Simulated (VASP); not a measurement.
# Mo6CO in VASP: further runs, part 2 of 2

VASP 6.6.1. The steps go on from the part before.

## (3) Single point, PBE

File INCAR:

```
SYSTEM = Mo6CO
PREC = Accurate
ENCUT = 520
EDIFF = 1E-6
ISMEAR = 0
SIGMA = 0.1
LREAL = .FALSE.
LASPH = .TRUE.
NELM = 60
ALGO = Normal
ISIF = 2
LWAVE = .FALSE.
LCHARG = .TRUE.
LDIPOL = .TRUE.
IDIPOL = 3
DIPOL = 0.5 0.5 0.321
GGA = PE
LELF = .TRUE.
LVHAR = .TRUE.
LVACPOTAV = .TRUE.
NBANDS = 57
```

File KPOINTS:

```
regular mesh
0
G
  6 6 1
  0 0 0
```

File POSCAR:

```
Mo6CO
1.0
    4.4695765303      0.0000000000      0.0000000000
   -2.2347882651      3.8707668194      0.0000000000
    0.0000000000      0.0000000000     22.2595667262
Mo C O
6 1 1
Direct
    0.6666666667      0.3333333333      0.1796980170
    0.3333333333      0.6666666667      0.2206848206
    0.0000000000      0.0000000000      0.2616716241
    0.6666666667      0.3333333333      0.2990464568
    0.3333333333      0.6666666667      0.3355219825
    0.0000000000      0.0000000000      0.3710569405
    0.1666666667      0.3333333333      0.4438346374
    0.3114020655      0.6228041309      0.4573223254
```

Potentials or basis: VASP PAW PBE potentials, release 64 (Mo_sv, C, O).

On the command line:

```
cat potpaw_PBE.64/Mo_sv/POTCAR potpaw_PBE.64/C/POTCAR potpaw_PBE.64/O/POTCAR > POTCAR
mpirun -np 1 vasp_std > vasp.out
```

OUTCAR:

```text
SYSTEM = Mo6CO
   PREC = Accurate
   ENCUT = 520
   EDIFF = 1E-6
   ISMEAR = 0
   LREAL = .FALSE.
   LASPH = .TRUE.
   NELM = 60
   ISIF = 2
   GGA = PE

 ion  position               nearest neighbor table
   1  0.667  0.333  0.180-   4 2.66   2 2.74   2 2.74   2 2.74   3 3.16   3 3.16   3 3.16
   2  0.333  0.667  0.221-   5 2.56   3 2.74   3 2.74   3 2.74   1 2.74   1 2.74   1 2.74   4 3.11
                             4 3.11   4 3.11
   3  0.000  0.000  0.262-   6 2.43   4 2.71   4 2.71   4 2.71   2 2.74   2 2.74   2 2.74   5 3.06
                             5 3.06   5 3.06   1 3.16   1 3.16   1 3.16
   4  0.667  0.333  0.299-   1 2.66   5 2.71   5 2.71   5 2.71   3 2.71   3 2.71   3 2.71   6 3.04
                             6 3.04   6 3.04   2 3.11   2 3.11   2 3.11
   5  0.333  0.667  0.336-   2 2.56   6 2.70   6 2.70   6 2.70   4 2.71   4 2.71   4 2.71   8 2.72
                             7 2.73   3 3.06   3 3.06   3 3.06
   6  0.000  0.000  0.371-   7 2.07   3 2.43   5 2.70   5 2.70   5 2.70   4 3.04   4 3.04   4 3.04

   7  0.167  0.333  0.444-   8 1.16   6 2.07   5 2.73
   8  0.311  0.623  0.457-   7 1.16   5 2.72

  LATTYP: Found a hexagonal cell.
 ALAT       =     4.4695765303
 C/A-ratio  =     4.9802406504

  Lattice vectors:

 A1 = (   4.4695765303,   0.0000000000,   0.0000000000)
 A2 = (  -2.2347882651,   3.8707668194,   0.0000000000)
 A3 = (   0.0000000000,   0.0000000000,  22.2595667262)

Analysis of symmetry for initial positions (statically):
=====================================================================
 Subroutine PRICEL returns:
 Original cell was already a primitive cell.

 Routine SETGRP: Setting up the symmetry group for a
 hexagonal supercell.

 Subroutine GETGRP returns: Found  2 space group operations
 (whereof  2 operations were pure point group operations)
 out of a pool of 24 trial point group operations.

The static configuration has the point symmetry C_1h.

Analysis of symmetry for dynamics (positions and initial velocities):
=====================================================================
 Subroutine PRICEL returns:
 Original cell was already a primitive cell.

[... 141 lines left out ...]
  volume of cell :      385.11
 maximum number of plane-waves:     10413
 NGX is ok and might be reduce to    36
   NGX = 17   NGY = 17   NGZ = 83

 dipolmoment           0.000000      0.000000     -0.006263 electrons x Angstroem

 number of electron      94.0000009 magnetization

 dipolmoment           0.000000      0.000000      0.083496 electrons x Angstroem

 Free energy of the ion-electron system (eV)
  ---------------------------------------------------
  ext. energy  EPLUGINS =         0.00000000
  ---------------------------------------------------
  free energy    TOTEN  =       -74.15477737 eV

  energy without entropy =      -74.11407330  energy(sigma->0) =      -74.13442534

 E-fermi :   0.5114     XC(G=0):  -4.7411

 val. band max:        0.4978185987   @ k =   0.1667   0.1667   0.0000
 cond. band min:       0.5376062576   @ k =   0.3333   0.1667   0.0000
 fundamental gap:      0.0397876589
 Fermi energy:         0.5114495494

 k-point     1 :       0.0000    0.0000    0.0000
  band No.  band energies     occupation
      1     -60.6417      2.00000
      2     -60.4132      2.00000
      3     -60.3697      2.00000
      4     -60.3061      2.00000
      5     -60.1575      2.00000
      6     -60.0658      2.00000
[... 769 lines left out ...]
     56       2.0560      0.00000
     57       2.2667      0.00000

------------------------ aborting loop because EDIFF is reached ----------------------------------------

  FORCE on cell =-STRESS in cart. coord.  units (eV):
  Direction    XX          YY          ZZ          XY          YZ          ZX
  --------------------------------------------------------------------------------------
  -------------------------------------------------------------------------------------
  Total       -4.3349347      0.9741434      0.7898078      0.0000000      2.2487477      0.0000000
  in kB      -18.0348715      4.0527832      3.2858815      0.0000000      9.3555908      0.0000000
  external PRESSURE =      -3.5654023 kB  Pullay stress =       0.0000000 kB

 VOLUME and BASIS-vectors are now :
 -----------------------------------------------------------------------------
  energy-cutoff  :      520.00
  volume of cell :      385.11
      direct lattice vectors                 reciprocal lattice vectors
     4.469576530  0.000000000  0.000000000     0.223734842  0.129173371  0.000000000
    -2.234788265  3.870766819  0.000000000     0.000000000  0.258346743  0.000000000
     0.000000000  0.000000000 22.259566726     0.000000000  0.000000000  0.044924504

 POSITION                                       TOTAL-FORCE (eV/Angst)
 -----------------------------------------------------------------------------------
      2.23479      1.29026      4.00000        -0.000000     -0.016206      1.717573
     -0.00000      2.58051      4.91235         0.000000      0.006512     -0.299361
      0.00000      0.00000      5.82470         0.000000      0.247933     -2.516254
      2.23479      1.29026      6.65664         0.000000      0.115817     -0.735409
     -0.00000      2.58051      7.46857        -0.000000     -0.201675      0.528544
      0.00000      0.00000      8.25957        -0.000000     -1.420280      1.489246
      0.00000      1.29026      9.87957        -0.000000     -1.334684     -2.130628
      0.00000      2.41073     10.17980         0.000000      2.602584      1.946289
 -----------------------------------------------------------------------------------
    total drift:                                0.000000      0.000285     -0.000311

  FREE ENERGIE OF THE ION-ELECTRON SYSTEM (eV)
  ---------------------------------------------------
  free  energy   TOTEN  =       -74.1547773664 eV

  energy  without entropy=      -74.1140733048  energy(sigma->0) =      -74.13442534

 vacuum level on the upper side and lower side of the slab         4.870         3.996
```

It took 19 min on 1 thread of Oxide Virtual Turin-like, shared host; peak memory 0.59 GiB.

What came out:

```
Free energy            : -74.1548 eV
Largest force          : 3.250 eV/Å
Band gap on the k mesh : 0.04 eV, indirect (least direct gap 0.14 eV)
```

Forces in eV/Å, atoms in the order of the input:
```
Mo   0.000 -0.016  1.718
Mo   0.000  0.007 -0.299
Mo   0.000  0.248 -2.516
Mo   0.000  0.116 -0.735
Mo   0.000 -0.202  0.529
Mo   0.000 -1.420  1.489
C    0.000 -1.335 -2.131
O    0.000  2.603  1.946
```
